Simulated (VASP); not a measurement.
# SnO (Cm) in VASP: further runs, part 2 of 2

VASP 6.6.1. The steps go on from the part before.

## 3. Single point, r2SCAN (the distance across one plane changed)

Input file POSCAR:

```
SnO
1.0
   -2.6924444220      2.6925337010      0.0000000000
   -2.6924444220     -2.6925337010      0.0000000000
    0.0000000000      0.0000000000     10.6255476785
Sn O
4 4
Direct
    0.0000739708      0.9999260292      0.6266769380
    0.9999260292      0.0000739708      0.1619692365
    0.4999260292      0.5000739708      0.8754442365
    0.5000739708      0.4999260292      0.4107365350
    0.9999014542      0.5000985458      0.0539990350
    0.0000985458      0.4999014542      0.5187067365
    0.4999014542      0.0000985458      0.0539990350
    0.5000985458      0.9999014542      0.5187067365
```

Input file INCAR.step1:

```
PREC     = Accurate       # precision mode
ENCUT    = 520            # plane-wave cutoff, eV
ISMEAR   = 0              # smearing method
SIGMA    = 0.03           # smearing width, eV
LREAL    = False          # projectors in reciprocal space
LASPH    = True           # aspherical terms in the spheres
NELM     = 80             # most SCF steps
NBANDS   = 50             # bands
GGA      = PE             # functional
ALGO     = Normal         # electronic algorithm
EDIFF    = 1E-4           # SCF threshold, eV
LWAVE    = True           # write WAVECAR
LCHARG   = False          # write CHGCAR
KPAR     = 4
```

Input file INCAR.step2:

```
PREC     = Accurate       # precision mode
ENCUT    = 520            # plane-wave cutoff, eV
EDIFF    = 1E-7           # SCF threshold, eV
ISMEAR   = 0              # smearing method
SIGMA    = 0.03           # smearing width, eV
LREAL    = False          # projectors in reciprocal space
LASPH    = True           # aspherical terms in the spheres
NELM     = 80             # most SCF steps
ALGO     = Normal         # electronic algorithm
ISIF     = 2              # what is computed and relaxed
LWAVE    = False          # write WAVECAR
LCHARG   = True           # write CHGCAR
METAGGA  = R2SCAN         # meta-GGA
LMIXTAU  = True         
LVHAR    = True         
NBANDS   = 50             # bands
ISTART   = 1            
KPAR     = 4
```

Input file KPOINTS:

```
regular mesh
0
Gamma
  9 9 4
```

Potentials or basis: VASP PAW PBE potentials, release 64 (Sn_d, O).

The run is started by

```sh
> cat potpaw_PBE.64/Sn_d/POTCAR potpaw_PBE.64/O/POTCAR > POTCAR
> cp INCAR.step1 INCAR
> mpirun -np 4 vasp_std > vasp.out
> cp INCAR.step2 INCAR
> mpirun -np 4 vasp_std > vasp.out
```

OUTCAR:

```text
PREC = Accurate
   ENCUT = 520
   EDIFF = 1E-7
   ISMEAR = 0
   LREAL = False
   LASPH = True
   NELM = 80
   ISIF = 2
   METAGGA = R2SCAN
   ISTART = 1

 ion  position               nearest neighbor table
   1  0.000  1.000  0.627-   6 2.22   8 2.22   8 2.22   6 2.22   4 3.54   4 3.54   4 3.54   4 3.54

   2  1.000  0.000  0.162-   5 2.22   7 2.22   5 2.22   7 2.22
   3  0.500  0.500  0.875-   5 2.69   7 2.69   7 2.69   5 2.69
[... 1491 lines left out ...]
  Total       -2.9292954     -2.9337081    -12.9680150      0.0000000     -0.0011641      0.0000000
  in kB      -30.4638322    -30.5097233   -134.8636379      0.0000000     -0.0121061      0.0000000
  external PRESSURE =     -65.2790645 kB  Pullay stress =       0.0000000 kB

 VOLUME and BASIS-vectors are now :
 -----------------------------------------------------------------------------
  energy-cutoff  :      520.00
  volume of cell :      154.06
      direct lattice vectors                 reciprocal lattice vectors
    -2.692444422  2.692533701  0.000000000    -0.185704855  0.185698697  0.000000000
    -2.692444422 -2.692533701  0.000000000    -0.185704855 -0.185698697  0.000000000
     0.000000000  0.000000000 10.625547679     0.000000000  0.000000000  0.094112796

 POSITION                                       TOTAL-FORCE (eV/Angst)
 -----------------------------------------------------------------------------------
     -2.69244     -2.69214      6.65879         0.000000      0.000212     -0.295293
     -2.69244      2.69214      1.72101         0.000000     -0.000201     -2.618755
     -2.69244     -0.00040      9.30207         0.000000      0.000305      4.849710
     -2.69244      0.00040      4.36430         0.000000      0.000400     -1.122164
     -4.03867      1.34574      0.57377         0.000294      0.000308     -1.170456
     -1.34622     -1.34574      5.51154         0.000096     -0.000666      0.763708
     -1.34622      1.34574      0.57377        -0.000294      0.000308     -1.170456
     -4.03867     -1.34574      5.51154        -0.000096     -0.000666      0.763708
 -----------------------------------------------------------------------------------
    total drift:                               -0.000000     -0.000086      0.000045

  FREE ENERGIE OF THE ION-ELECTRON SYSTEM (eV)
  ---------------------------------------------------
  free  energy   TOTEN  =      -131.0999825906 eV

  energy  without entropy=     -131.0985978244  energy(sigma->0) =     -131.09929021
```

OSZICAR.step1:

```text
N       E                     dE             d eps       ncg     rms          rms(c)
DAV:   1     0.105120161109E+04    0.10512E+04   -0.38105E+04 10364   0.240E+03
DAV:   2     0.164899996434E+03   -0.88630E+03   -0.84738E+03  9692   0.686E+02
DAV:   3    -0.344770034385E+02   -0.19938E+03   -0.18891E+03 10818   0.246E+02
DAV:   4    -0.518154149618E+02   -0.17338E+02   -0.17029E+02 11226   0.767E+01
DAV:   5    -0.524277496131E+02   -0.61233E+00   -0.61039E+00 10820   0.150E+01    0.171E+01
DAV:   6    -0.435507741415E+02    0.88770E+01   -0.34785E+01 15716   0.617E+01    0.910E+00
DAV:   7    -0.433884470884E+02    0.16233E+00   -0.67244E+00 11482   0.129E+01    0.397E+00
DAV:   8    -0.432183582287E+02    0.17009E+00   -0.63727E-01 13336   0.485E+00    0.260E+00
DAV:   9    -0.431956490055E+02    0.22709E-01   -0.27643E-01 14296   0.380E+00    0.186E+00
DAV:  10    -0.431453585566E+02    0.50290E-01   -0.13549E-01 14130   0.265E+00    0.556E-01
DAV:  11    -0.431438979609E+02    0.14606E-02   -0.26452E-02 12698   0.995E-01    0.261E-01
DAV:  12    -0.431441992791E+02   -0.30132E-03   -0.64937E-03 11052   0.380E-01    0.215E-01
DAV:  13    -0.431439794669E+02    0.21981E-03   -0.10787E-03 12478   0.288E-01    0.526E-02
DAV:  14    -0.431440726869E+02   -0.93220E-04   -0.48438E-04  7826   0.121E-01
   1 F= -.43144073E+02 E0= -.43143547E+02  d E =-.105044E-02
```

It took 18 min on 4 MPI ranks of Oxide Virtual Turin-like, shared host; peak memory 0.61 GiB.

What came out:

* Free energy: -131.1000 eV
* Pressure: -6.5 GPa
* Largest force: 4.850 eV/Å
* Band gap on the k mesh: zero (bands 40 and 41 overlap by 0.25 eV)

Forces on the atoms (eV/Å):
```
Sn   0.000  0.000 -0.295
Sn   0.000  0.000 -2.619
Sn   0.000  0.000  4.850
Sn   0.000  0.000 -1.122
O    0.000  0.000 -1.170
O    0.000 -0.001  0.764
O    0.000  0.000 -1.170
O    0.000 -0.001  0.764
```

Caveat: the cell differs from its parent crystal (the distance across one plane changed); the cell stands under tension; semilocal functionals underestimate gaps, so a narrow gap can read as zero; the PAW data sets were made with another functional, which shifts forces and pressure a little; spin-orbit coupling is left out, which moves the levels of the heavy elements.
